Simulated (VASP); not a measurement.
# PbO2 (Fm-3m) in VASP: a series of runs

Runs on PbO2. Level: PBE. Tasks: single point, relaxation of cell and atoms.

Everything below comes from runs of VASP 6.6.1. Logs are shortened: lines on timing, memory, paths and dates and some standing lists are left out, and cuts for length are marked.

## Step 1: The cell of the first run

The structure is cubic, space group Fm-3m (No. 225). The conventional cell has a = 5.409 Å, b = 5.409 Å, c = 5.409 Å, α = 90.00°, β = 90.00°, γ = 90.00°. Pb (site symmetry m-3m) has 8 O at 2.34 Å within 3.1 Å. Within 3.1 Å of O (site symmetry -43m) lie 4 Pb at 2.34 Å and 6 O at 2.70 Å.

## Step 2: Single point, PBE

INCAR

```
SYSTEM = PbO2
PREC = Accurate ; ENCUT = 520
EDIFF = 1E-7 ; ISMEAR = 0
SIGMA = 0.1 ; LREAL = .FALSE.
LASPH = .TRUE. ; NELM = 80
ALGO = Normal ; ISIF = 2
LWAVE = .FALSE. ; LCHARG = .FALSE.
GGA = PE ; NBANDS = 20
```

KPOINTS

```
regular mesh
0
G
  14 14 14
  0 0 0
```

POSCAR

```
PbO2
1.0
    0.0000000000      2.7045602117      2.7045602117
    2.7045602117      0.0000000000      2.7045602117
    2.7045602117      2.7045602117      0.0000000000
Pb O
1 2
Direct
    0.0000000000      0.0000000000      0.0000000000
    0.2500000000      0.2500000000      0.2500000000
    0.7500000000      0.7500000000      0.7500000000
```

Potentials or basis: VASP PAW PBE potentials, release 64 (Pb_d, O).

Command:

```sh
cat potpaw_PBE.64/Pb_d/POTCAR potpaw_PBE.64/O/POTCAR > POTCAR
mpirun -np 1 vasp_std > vasp.out
```

OUTCAR:

```text
SYSTEM = PbO2
   PREC = Accurate
   ENCUT = 520
   EDIFF = 1E-7
   ISMEAR = 0
   LREAL = .FALSE.
   LASPH = .TRUE.
   NELM = 80
   ISIF = 2
   GGA = PE

 ion  position               nearest neighbor table
   1  0.000  0.000  0.000-   3 2.34   3 2.34   3 2.34   2 2.34   2 2.34   2 2.34   3 2.34   2 2.34

   2  0.250  0.250  0.250-   1 2.34   1 2.34   1 2.34   1 2.34
   3  0.750  0.750  0.750-   1 2.34   1 2.34   1 2.34   1 2.34

  LATTYP: Found a face centered cubic cell.
 ALAT       =     5.4091204234

  Lattice vectors:

 A1 = (   0.0000000000,   2.7045602117,   2.7045602117)
 A2 = (   2.7045602117,   0.0000000000,   2.7045602117)
 A3 = (   2.7045602117,   2.7045602117,   0.0000000000)

Analysis of symmetry for initial positions (statically):
=====================================================================
 Subroutine PRICEL returns:
 Original cell was already a primitive cell.

 Routine SETGRP: Setting up the symmetry group for a
 face centered cubic supercell.

 Subroutine GETGRP returns: Found 48 space group operations
 (whereof 48 operations were pure point group operations)
 out of a pool of 48 trial point group operations.

The static configuration has the point symmetry O_h .

Analysis of symmetry for dynamics (positions and initial velocities):
=====================================================================
 Subroutine PRICEL returns:
 Original cell was already a primitive cell.

 Routine SETGRP: Setting up the symmetry group for a
 face centered cubic supercell.

 Subroutine GETGRP returns: Found 48 space group operations
 (whereof 48 operations were pure point group operations)
 out of a pool of 48 trial point group operations.

The dynamic configuration has the point symmetry O_h .

 Subroutine INISYM returns: Found 48 space group operations
 (whereof 48 operations are pure point group operations),
 and found     1 'primitive' translations

----------------------------------------------------------------------------------------

                                     Primitive cell

  volume of cell :      39.5658

  direct lattice vectors                    reciprocal lattice vectors
     0.000000000  2.704560212  2.704560212    -0.184872941  0.184872941  0.184872941
     2.704560212  0.000000000  2.704560212     0.184872941 -0.184872941  0.184872941
     2.704560212  2.704560212  0.000000000     0.184872941  0.184872941 -0.184872941

  length of vectors
[... 82 lines left out ...]
   ENCUT  =  520.0 eV  38.22 Ry    6.18 a.u.   7.11  7.11  7.11*2*pi/ulx,y,z
   NELM   =     80;   NELMIN=  2; NELMDL= -5     # of ELM steps
   EDIFF  = 0.1E-06   stopping-criterion for ELM
   LREAL  =      F    real-space projection
   EDIFFG = 0.1E-05   stopping-criterion for IOM
   NSW    =      0    number of steps for IOM
   IBRION =     -1    ionic relax: 0-MD 1-quasi-New 2-CG
   NFREE  =      0    steps in history (QN), initial steepest desc. (CG)
   ISIF   =      2    stress and relaxation
   ISYM   =      2    0-nonsym 1-usesym 2-fastsym
   POTIM  = 0.5000    time-step for ionic-motion
   TEBEG  =    0.0;   TEEND  =   0.0 temperature during run
   PSTRESS=    0.0 pullay stress
   NELECT =      26.0000    total number of electrons
   NUPDOWN=      -1.0000    fix difference up-down
   EMIN   =  10.00;   EMAX   =-10.00  energy-range for DOS
   EFERMI =   0.00;   METHOD = LEGACY
   ISMEAR =     0;   SIGMA  =   0.10  broadening in eV -4-tet -1-fermi 0-gaus
   EFERMI_NEDOS =   21; number of points for ismear=-14 and -15
   IALGO  =     38    algorithm
   IMIX   =      4    mixing-type and parameters
     AMIX     =   0.40;   BMIX     =  1.00
     AMIX_MAG =   1.60;   BMIX_MAG =  1.00
  volume/ion in A,a.u.               =      13.19        89.00
  Fermi-wavevector in a.u.,A,eV,Ry     =   1.423287  2.689623 27.561964  2.025747
  Thomas-Fermi vector in A             =   2.543901
   LORBIT       =      0    0 simple, 1 ext, 2 COOP (PROOUT), +10 PAW based schemes
   GGA     = PE    functional components
   LHFCALC =     F    Hartree Fock is set to
   AEXX    =    0.0000 exact exchange contribution
   IVDW    =     0    specifies the selected vdW correction
   LEPSILON=     F    determine dielectric tensor
   LRPA    =     F    only Hartree local field effects (RPA)
 non-spin polarized calculation
 Gauss-broadening in eV      SIGMA  =   0.10
  energy-cutoff  :      520.00
  volume of cell :       39.57
 maximum number of plane-waves:      1090
   NGX = 15   NGY = 15   NGZ = 15

 number of electron      25.9999988 magnetization

 Free energy of the ion-electron system (eV)
  ---------------------------------------------------
  ext. energy  EPLUGINS =         0.00000000
  ---------------------------------------------------
  free energy    TOTEN  =       -15.61206478 eV

  energy without entropy =      -15.60847807  energy(sigma->0) =      -15.61027142

 E-fermi :   5.5837     XC(G=0): -11.1284

 val. band max:        5.5664907600   @ k =  -0.3571   0.5000   0.1429
 cond. band min:       5.6026190805   @ k =  -0.2857   0.5000   0.2143
 fundamental gap:      0.0361283204
 Fermi energy:         5.5837420315

 k-point     1 :       0.0000    0.0000    0.0000
  band No.  band energies     occupation
      1     -12.8859      2.00000
      2     -10.0953      2.00000
      3     -10.0844      2.00000
      4     -10.0844      2.00000
      5     -10.0844      2.00000
      6      -9.8553      2.00000
[... 541 lines left out ...]
     19      21.2355      0.00000
     20      22.0842      0.00000

 [... further k-points ...]

------------------------ aborting loop because EDIFF is reached ----------------------------------------

  FORCE on cell =-STRESS in cart. coord.  units (eV):
  Direction    XX          YY          ZZ          XY          YZ          ZX
  --------------------------------------------------------------------------------------
  -------------------------------------------------------------------------------------
  Total        0.0315193      0.0315193      0.0315193      0.0000000     -0.0000000      0.0000000
  in kB        1.2763403      1.2763403      1.2763403      0.0000000     -0.0000000      0.0000000
  external PRESSURE =       1.2763403 kB  Pullay stress =       0.0000000 kB

 VOLUME and BASIS-vectors are now :
 -----------------------------------------------------------------------------
  energy-cutoff  :      520.00
  volume of cell :       39.57
      direct lattice vectors                 reciprocal lattice vectors
     0.000000000  2.704560212  2.704560212    -0.184872941  0.184872941  0.184872941
     2.704560212  0.000000000  2.704560212     0.184872941 -0.184872941  0.184872941
     2.704560212  2.704560212  0.000000000     0.184872941  0.184872941 -0.184872941

 POSITION                                       TOTAL-FORCE (eV/Angst)
 -----------------------------------------------------------------------------------
      0.00000      0.00000      0.00000         0.000000      0.000000      0.000000
      1.35228      1.35228      1.35228         0.000000      0.000000      0.000000
      4.05684      4.05684      4.05684        -0.000000     -0.000000     -0.000000
 -----------------------------------------------------------------------------------
    total drift:                                0.000000      0.000000      0.000000

  FREE ENERGIE OF THE ION-ELECTRON SYSTEM (eV)
  ---------------------------------------------------
  free  energy   TOTEN  =       -15.6120647750 eV

  energy  without entropy=      -15.6084780692  energy(sigma->0) =      -15.61027142
```

OSZICAR:

```text
N       E                     dE             d eps       ncg     rms          rms(c)
DAV:   1     0.261755772854E+03    0.26176E+03   -0.13691E+04  4248   0.158E+03
DAV:   2     0.592802837625E+01   -0.25583E+03   -0.24355E+03  4448   0.425E+02
DAV:   3    -0.176139661722E+02   -0.23542E+02   -0.23084E+02  4912   0.132E+02
DAV:   4    -0.183207210166E+02   -0.70675E+00   -0.70572E+00  4716   0.230E+01
DAV:   5    -0.183417673788E+02   -0.21046E-01   -0.21045E-01  5500   0.421E+00    0.956E+00
DAV:   6    -0.156359696991E+02    0.27058E+01   -0.11401E+01  6260   0.410E+01    0.302E+00
DAV:   7    -0.156198913408E+02    0.16078E-01   -0.57722E-01  4584   0.816E+00    0.171E+00
DAV:   8    -0.156223186319E+02   -0.24273E-02   -0.17637E-01  4532   0.405E+00    0.863E-01
DAV:   9    -0.156113678963E+02    0.10951E-01   -0.29124E-02  5872   0.200E+00    0.172E-01
DAV:  10    -0.156120638463E+02   -0.69595E-03   -0.53397E-03  4500   0.500E-01    0.793E-02
DAV:  11    -0.156120640494E+02   -0.20305E-06   -0.17778E-04  4892   0.103E-01    0.336E-02
DAV:  12    -0.156120651835E+02   -0.11341E-05   -0.38318E-05  4732   0.467E-02    0.118E-02
DAV:  13    -0.156120648123E+02    0.37121E-06   -0.75162E-06  4964   0.199E-02    0.103E-03
DAV:  14    -0.156120647750E+02    0.37297E-07   -0.23020E-07  4312   0.441E-03
   1 F= -.15612065E+02 E0= -.15610271E+02  d E =-.358671E-02
```

stdout:

```text
POSCAR found type information on POSCAR PbO
 POSCAR found :  2 types and       3 ions
 scaLAPACK will be used
 LDA part: xc-table for (Slater+PW92), standard interpolation
 POSCAR, INCAR and KPOINTS ok, starting setup
 FFT: planning ... GRIDC
 FFT: planning ... GRID_SOFT
 FFT: planning ... GRID
 WAVECAR not read
 entering main loop
```

It took 69 s on 1 thread of Intel Xeon Platinum 8488C (Sapphire Rapids), shared host; peak memory 0.21 GiB.

Results:

```
Free energy            : -15.6121 eV
Pressure               : 0.1 GPa
Band gap on the k mesh : zero (band 13 reaches 5.60 eV, above the bottom of band 14 at 4.40 eV)
```

Caveat: spin-orbit coupling is left out, which moves the levels of the heavy elements.

## Step 3: Relaxation of cell and atoms, PBE

This run uses another cell than the first one, of 13.14 Å³/atom, 0.996 times its volume.

INCAR

```
PREC = Accurate
ENCUT = 600
EDIFF = 1E-6
ISMEAR = 0
SIGMA = 0.1
LREAL = F
LASPH = T
NELM = 80
ALGO = Normal
ISIF = 3
LWAVE = F
LCHARG = F
GGA = PE
IBRION = 2
NSW = 70
EDIFFG = -0.02
```

KPOINTS

```
Automatic mesh
0
Gamma
  14 14 14
```

POSCAR

```
PbO2
1.0
    0.0000000000      2.7009293313      2.7009293313
    2.7009293313      0.0000000000      2.7009293313
    2.7009293313      2.7009293313      0.0000000000
Pb O
1 2
Direct
    0.0000000000      0.0000000000      0.0000000000
    0.2500000000      0.2500000000      0.2500000000
    0.7500000000      0.7500000000      0.7500000000
```

Potentials or basis: VASP PAW PBE potentials, release 64 (Pb_d, O).

Command:

```sh
cat potpaw_PBE.64/Pb_d/POTCAR potpaw_PBE.64/O/POTCAR > POTCAR
mpirun -np 1 vasp_std > vasp.out
```

OUTCAR:

```text
PREC = Accurate
   ENCUT = 600
   EDIFF = 1E-6
   ISMEAR = 0
   LREAL = F
   LASPH = T
   NELM = 80
   ISIF = 3
   GGA = PE
   IBRION = 2
   NSW = 70
   EDIFFG = -0.02

 ion  position               nearest neighbor table
   1  0.000  0.000  0.000-   3 2.34   3 2.34   3 2.34   2 2.34   3 2.34   2 2.34   2 2.34   2 2.34

   2  0.250  0.250  0.250-   1 2.34   1 2.34   1 2.34   1 2.34
   3  0.750  0.750  0.750-   1 2.34   1 2.34   1 2.34   1 2.34

  LATTYP: Found a face centered cubic cell.
 ALAT       =     5.4018586626

  Lattice vectors:

 A1 = (   0.0000000000,   2.7009293313,   2.7009293313)
 A2 = (   2.7009293313,   0.0000000000,   2.7009293313)
 A3 = (   2.7009293313,   2.7009293313,   0.0000000000)

Analysis of symmetry for initial positions (statically):
=====================================================================
 Subroutine PRICEL returns:
 Original cell was already a primitive cell.

 Routine SETGRP: Setting up the symmetry group for a
 face centered cubic supercell.

[... 175 lines left out ...]
  --------------------------------------------------------------------------------------
  -------------------------------------------------------------------------------------
  Total        0.1353835      0.1353835      0.1353835      0.0000000      0.0000000      0.0000000
  in kB        5.5043594      5.5043594      5.5043594      0.0000000      0.0000000      0.0000000
  external PRESSURE =       5.5043594 kB  Pullay stress =       0.0000000 kB
[... 61 lines left out ...]
--------------------------------------- Ionic step        3  -------------------------------------------

 number of electron      25.9999996 magnetization

 Free energy of the ion-electron system (eV)
  ---------------------------------------------------
  ext. energy  EPLUGINS =         0.00000000
  ---------------------------------------------------
  free energy    TOTEN  =       -15.61553820 eV

  energy without entropy =      -15.61195244  energy(sigma->0) =      -15.61374532

 E-fermi :   5.5828     XC(G=0): -11.1284

 val. band max:        5.5655253438   @ k =  -0.3571   0.5000   0.1429
 cond. band min:       5.6016063804   @ k =  -0.2857   0.5000   0.2143
 fundamental gap:      0.0360810366
 Fermi energy:         5.5828377002

 k-point     1 :       0.0000    0.0000    0.0000
  band No.  band energies     occupation
      1     -12.8871      2.00000
      2     -10.0963      2.00000
      3     -10.0851      2.00000
      4     -10.0851      2.00000
      5     -10.0851      2.00000
      6      -9.8558      2.00000
[... 457 lines left out ...]
      4      -9.9740      2.00000
      5      -9.8768      2.00000
      6      -9.8282      2.00000
[... 9 lines left out ...]
     16      14.0665      0.00000
     17      14.2481      0.00000

 [... further k-points ...]

------------------------ aborting loop because EDIFF is reached ----------------------------------------

  FORCE on cell =-STRESS in cart. coord.  units (eV):
  Direction    XX          YY          ZZ          XY          YZ          ZX
  --------------------------------------------------------------------------------------
  -------------------------------------------------------------------------------------
  Total       -0.0005489     -0.0005489     -0.0005489      0.0000000     -0.0000000      0.0000000
  in kB       -0.0222270     -0.0222270     -0.0222270      0.0000000     -0.0000000      0.0000000
  external PRESSURE =      -0.0222270 kB  Pullay stress =       0.0000000 kB
[... 18 lines left out ...]
  FREE ENERGIE OF THE ION-ELECTRON SYSTEM (eV)
  ---------------------------------------------------
  free  energy   TOTEN  =       -15.6155381982 eV

  energy  without entropy=      -15.6119524380  energy(sigma->0) =      -15.61374532

 reached required accuracy - stopping structural energy minimisation
```

OSZICAR:

```text
N       E                     dE             d eps       ncg     rms          rms(c)
DAV:   1     0.272294480677E+03    0.27229E+03   -0.15461E+04  3553   0.208E+03
DAV:   2     0.377933052684E+01   -0.26852E+03   -0.26186E+03  4128   0.469E+02
DAV:   3    -0.176818581203E+02   -0.21461E+02   -0.21067E+02  4081   0.143E+02
DAV:   4    -0.183352996414E+02   -0.65344E+00   -0.65124E+00  4400   0.250E+01
[... 21 lines left out ...]
DAV:   2    -0.156157198401E+02    0.11319E-02   -0.31254E-03  4462   0.928E-01    0.710E-02
DAV:   3    -0.156155378167E+02    0.18202E-03   -0.50901E-04  4526   0.642E-01    0.165E-02
DAV:   4    -0.156155344943E+02    0.33224E-05   -0.65965E-05  5240   0.146E-01    0.486E-03
DAV:   5    -0.156155380098E+02   -0.35155E-05   -0.58485E-06  3976   0.244E-02    0.187E-03
DAV:   6    -0.156155381982E+02   -0.18842E-06   -0.44638E-07  1955   0.188E-02
   3 F= -.15615538E+02 E0= -.15613745E+02  d E =-.265042E-03
```

CONTCAR:

```text
PbO2
   1.00000000000000
     0.0000000000000000    2.7045254605481639    2.7045254605481639
     2.7045254605481639    0.0000000000000000    2.7045254605481639
     2.7045254605481639    2.7045254605481639    0.0000000000000000
  Pb              O
     1     2
Direct
     0.0000000000000000    0.0000000000000000    0.0000000000000000
     0.2500000000000000    0.2500000000000000    0.2500000000000000
     0.7500000000000000    0.7500000000000000    0.7500000000000000

  0.00000000E+00  0.00000000E+00  0.00000000E+00
  0.00000000E+00  0.00000000E+00  0.00000000E+00
  0.00000000E+00  0.00000000E+00  0.00000000E+00
```

It took 91 s on 1 thread of Intel Xeon Platinum 8488C (Sapphire Rapids), shared host; peak memory 0.24 GiB.

What came out:

```
Free energy                            : -15.6155 eV
Relaxed volume                         : 13.19 Å³/atom
Relaxed cell                           : a = 3.825 Å, b = 3.825 Å, c = 3.825 Å, α = 60.00°, β = 60.00°, γ = 60.00°
Space group after relaxing (to 0.05 Å) : Fm-3m (No. 225)
Energy gained by relaxing              : 0.1 meV/atom
Ionic steps                            : 3
Pressure after relaxing                : 0.0 GPa
Band gap on the k mesh                 : zero (band 13 reaches 5.60 eV, above the bottom of band 14 at 4.40 eV)
```

Step by step:
| step | energy change (eV) | largest force (eV/Å) | pressure (GPa) | volume (Å³) |
| --- | --- | --- | --- | --- |
| 1 | 0.0000 | 0.0000 | 0.55 | 39.41 |
| 2 | -0.0002 | 0.0000 | -0.32 | 39.66 |
| 3 | -0.0003 | 0.0000 | 0.00 | 39.56 |

Final structure:
```xyz
3
Lattice="0.0000 2.7045 2.7045 2.7045 0.0000 2.7045 2.7045 2.7045 0.0000" Properties=species:S:1:pos:R:3 pbc="T T T"
Pb    0.0000    0.0000    0.0000
O     1.3523    1.3523    1.3523
O     4.0568    4.0568    4.0568
```

Levels at points of the mesh, in eV from the Fermi level:
```tsv
k point	band 11	band 12	band 13	band 14	band 15	band 16
(0.00, 0.00, 0.00)	-1.95	-1.18	-1.18	-1.18	7.00	7.00
(0.50, 0.00, 0.00)	-2.73	-1.39	-1.39	2.56	7.14	9.49
(0.50, 0.50, 0.00)	-0.23	-0.13	-0.13	1.67	6.19	9.46
```

Caveat: spin-orbit coupling is left out, which moves the levels of the heavy elements. Zero-point motion and thermal expansion aren't in these numbers.
